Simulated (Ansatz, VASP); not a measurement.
## Two plane-wave programs on LiH

File INCAR:

```
PREC     = Accurate       # precision mode
ENCUT    = 600            # plane-wave cutoff, eV
EDIFF    = 1E-6           # SCF threshold, eV
ISMEAR   = 0              # smearing method
SIGMA    = 0.1            # smearing width, eV
LREAL    = False          # projectors in reciprocal space
LASPH    = True           # aspherical terms in the spheres
NELM     = 60             # most SCF steps
ALGO     = Normal         # electronic algorithm
ISIF     = 3              # what is computed and relaxed
LWAVE    = False          # write WAVECAR
LCHARG   = False          # write CHGCAR
GGA      = PE             # functional
IBRION   = 2              # ionic algorithm
NSW      = 80             # ionic steps
EDIFFG   = -0.025         # ionic threshold
```

Contents of KPOINTS:

```
regular mesh
0
Gamma
  6 6 4
```

The input POSCAR:

```
LiH
1.0
    0.0113989945     -0.0142509207      2.6017399693
    2.7383304359      0.0065628785      0.0123955046
    0.0113672392      4.8944776358     -0.0268411562
Li H
2 2
Direct
   -0.0108742275      0.5447336895      0.1910353542
    0.0299208076      0.0273320673      0.6508845362
    0.4837323025      0.9912648731      0.0164281359
    0.4972211174      0.4366693701      0.4749853070
```

Input for Ansatz:

```yaml
crystal:
  lattice:
    - [0.0113989945, -0.0142509207, 2.6017399693]
    - [2.7383304359, 0.0065628785, 0.0123955046]
    - [0.0113672392, 4.8944776358, -0.0268411562]
  atoms:
    - { symbol: Li, position: [-0.0108742275, 0.5447336895, 0.1910353542] }
    - { symbol: Li, position: [0.0299208076, 0.0273320673, 0.6508845362] }
    - { symbol: H, position: [0.4837323025, 0.9912648731, 0.0164281359] }
    - { symbol: H, position: [0.4972211174, 0.4366693701, 0.474985307] }
basis:
  ecutwfc: 420
kpoints:
  mp_grid: { grid: [6, 6, 4] }
hamiltonian:
  xc: pbe
scf:
  occupations: { method: gaussian, width: 0.1 }
  lower_state_search: "off"
output:
  forces: true
  stress: true
  eigenvalues: true
relax:
  adjacent_minimum: "off"
  f_tol: 0.025
  max_steps: 60
  cell: { stress_tol: 0.25 }
```

Change from the starting cell: cell x2, atoms moved at random (sigma 0.15 Å) and cell strained at random (1.5 %), then relaxed without symmetry.

Alike in both runs: task relaxation of cell and atoms; functional PBE; k mesh 6 × 6 × 4; occupations gaussian, width 0.1 eV; no spin polarisation.

```csv
,VASP,Ansatz
version,VASP 6.6.1,Ansatz 0.2.0
potentials or method,"VASP PAW PBE potentials, release 64 (Li_sv, H), cutoff 600 eV","scalar-relativistic, plane waves, PAW"
valence electrons in the cell,8,8
```

Ansatz gave:

| Property | Result |
| --- | --- |
| gap on the k mesh at the Fermi level, each at its own relaxed structure (eV) | 2.93 |
| relaxed volume (Å³/atom) | 8.07 |
| relaxed cell length with the largest relative difference (Å) | 4.023 |

Q: What did VASP give for the same quantities?

A: gap on the k mesh at the Fermi level, each at its own relaxed structure (eV): 1.91; relaxed volume (Å³/atom): 8.32; relaxed cell length with the largest relative difference (Å): 4.777.

Noted on VASP's run: the cutoff is short for stress, so the pressure is rough.
